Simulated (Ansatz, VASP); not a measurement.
One calculation of MgPbBr3, two programs

File INCAR:

```
  PREC = Accurate
  ENCUT = 520
  EDIFF = 1E-6
  ISMEAR = 0
  SIGMA = 0.1
  LREAL = F
  LASPH = T
  NELM = 80
  ALGO = Normal
  ISIF = 2
  LWAVE = F
  LCHARG = F
  GGA = PE
  NBANDS = 26
```

File KPOINTS:

```
regular mesh
0
Gamma
  3 3 4
```

The input POSCAR:

```
MgPbBr3
1.0
    5.7842749800      0.0000000000      0.0000000000
   -2.8921374900      5.0093290700      0.0000000000
    0.0000000000      0.0000000000      5.3285135600
Mg Pb Br
1 1 3
Direct
    0.0000000000      0.0000000000      0.0000000000
    0.0000000000      0.0000000000      0.5000000000
    0.4974769300      0.0000000000      0.5000000000
    0.0000000000      0.4974769300      0.5000000000
    0.5025230700      0.5025230700      0.5000000000
```

Input for Ansatz:

```yaml
crystal:
  lattice:
    - [5.78427498, 0.0, 0.0]
    - [-2.89213749, 5.00932907, 0.0]
    - [0.0, 0.0, 5.32851356]
  atoms:
    - { symbol: Mg, position: [0.0, 0.0, 0.0] }
    - { symbol: Pb, position: [0.0, 0.0, 0.5] }
    - { symbol: Br, position: [0.49747693, 0.0, 0.5] }
    - { symbol: Br, position: [0.0, 0.49747693, 0.5] }
    - { symbol: Br, position: [0.50252307, 0.50252307, 0.5] }
basis:
  ecutwfc: 420
kpoints:
  mp_grid: { grid: [3, 3, 4] }
hamiltonian:
  xc: pbe
scf:
  occupations: { method: gaussian, width: 0.1 }
  lower_state_search: "off"
output:
  forces: true
  stress: true
  eigenvalues: true
```

Alike in both runs: task single point; functional PBE; k mesh 3 × 3 × 4; occupations gaussian, width 0.1 eV; no spin polarisation.

|  | VASP | Ansatz |
| --- | --- | --- |
| version | VASP 6.6.1 | Ansatz 0.2.0 |
| potentials or method | VASP PAW PBE potentials, release 64 (Mg, Pb_d, Br), cutoff 520 eV | scalar-relativistic, plane waves, PAW |
| valence electrons in the cell | 37 | 45 |

Ansatz gave:

```
gap on the k mesh at the Fermi level (eV)                     : none
pressure (GPa)                                                : 12.3
traceless stress, the component that is largest in VASP (GPa) : -6.95
rms of the force components (eV/Å)                            : 0.030
```

Which values does VASP return?

gap on the k mesh at the Fermi level (eV): none; pressure (GPa): 12.3; traceless stress, the component that is largest in VASP (GPa): -6.97; rms of the force components (eV/Å): 0.030.

Atom by atom the forces differ by 0.000 eV/Å (rms over components). A gap of «none» marks a metal or a gap that the smearing closes. VASP's potentials hold 37 valence electrons a cell and Ansatz's 45, so a difference there can come from the potentials and not from the codes.

The k mesh is coarse, so the values compare programs but aren't converged. Spin-orbit coupling is off throughout.
